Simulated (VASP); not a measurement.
Write the native input for VASP 6.6.1 that does the following.

- Task: single point
- Functional: PBEsol
- Potentials or basis: VASP PAW PBE potentials, release 64 (Al, N)
- Cutoff: 520 eV
- k mesh: 8 × 8 × 6
- Occupations: gaussian, width 0.01 eV
- Spin: no spin polarisation
- Dipole correction: no
- Further INCAR settings: ALGO = Normal; EDIFF = 1e-06; NBANDS = 16

The structure of AlN lies in POSCAR:

```
AlN
1.0
    3.1045396846      0.0000000000      0.0000000000
   -1.5522698423      2.6886102339      0.0000000000
    0.0000000000      0.0000000000      4.9654785005
Al N
2 2
Direct
    0.3333333333      0.6666666667     -0.0010774080
    0.6666666667      0.3333333333      0.4989225920
    0.3333333333      0.6666666667      0.3810774080
    0.6666666667      0.3333333333      0.8810774080
```

These files were run (other wordings do the same):

INCAR

```
SYSTEM = AlN
PREC     = Accurate       ! precision mode
ENCUT    = 520            ! plane-wave cutoff, eV
EDIFF    = 1E-6           ! SCF threshold, eV
ISMEAR   = 0              ! smearing method
SIGMA    = 0.01           ! smearing width, eV
LREAL    = .FALSE.        ! projectors in reciprocal space
LASPH    = .TRUE.         ! aspherical terms in the spheres
NELM     = 100            ! most SCF steps
ALGO     = Normal         ! electronic algorithm
ISIF     = 2              ! what is computed and relaxed
LWAVE    = .FALSE.        ! write WAVECAR
LCHARG   = .TRUE.         ! write CHGCAR
GGA      = PS             ! functional
LELF     = .TRUE.         ! ELF
LVHAR    = .TRUE.       
NBANDS   = 16             ! bands
```

KPOINTS

```
Automatic mesh
0
G
  8 8 6
  0 0 0
```

Potentials or basis: VASP PAW PBE potentials, release 64 (Al, N).

Command:

```sh
$ cat potpaw_PBE.64/Al/POTCAR potpaw_PBE.64/N/POTCAR > POTCAR
$ mpirun -np 1 vasp_std > vasp.out
```

It gave:

| Property | Result |
| --- | --- |
| Pressure | 1.9 GPa |
| Band gap on the k mesh | 4.19 eV |

Caveat: the PAW data sets were made with another functional, which shifts forces and pressure a little.

It took 23 s on 1 thread of Intel(R) Xeon(R) Platinum 8488C (Sapphire Rapids), with other jobs on the host, peak memory 0.16 GiB.
